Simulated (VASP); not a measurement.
A run of VASP 6.6.1:

The input INCAR:

```
SYSTEM = MoS2
PREC = Accurate ; ENCUT = 520
EDIFF = 1E-6 ; ISMEAR = -1
SIGMA = 0.05 ; LREAL = .FALSE.
LASPH = .TRUE. ; NELM = 150
ALGO = Normal ; ISIF = 2
LWAVE = .FALSE. ; LCHARG = .FALSE.
LNONCOLLINEAR = .TRUE. ; MAGMOM = 0 0 0 0 0 0 0 0 0
LORBIT = 11 ; LSORBIT = .TRUE.
GGA_COMPAT = .FALSE. ; LORBMOM = .TRUE.
LMAXMIX = 4 ; GGA = PE
NBANDS = 39
```

Contents of KPOINTS:

```
regular mesh
0
G
  9 9 4
  0 0 0
```

POSCAR

```
MoS2
1.0
    3.2274645616      0.0000000000      0.0000000000
   -1.6137322808      2.7950663001      0.0000000000
    0.0000000000      0.0000000000      6.3124734200
Mo S
1 2
Direct
    0.0000000000      0.0000000000      0.5000000000
    0.6666666667      0.3333333333      0.7446806800
    0.3333333333      0.6666666667      0.2553193200
```

Potentials or basis: VASP PAW PBE potentials, release 64 (Mo_sv, S).

The run is started by

```sh
$ cat potpaw_PBE.64/Mo_sv/POTCAR potpaw_PBE.64/S/POTCAR > POTCAR
$ mpirun -np 1 vasp_ncl > vasp.out
```

Hardware: 1 thread of Intel Xeon 6975P-C (shared host).

Problem. How long does it take, and how much memory?

Solution. It took 2.8 min on 1 thread of Intel Xeon 6975P-C (shared host), peak memory 0.36 GiB. Counts: scf iterations 15, k points 43.
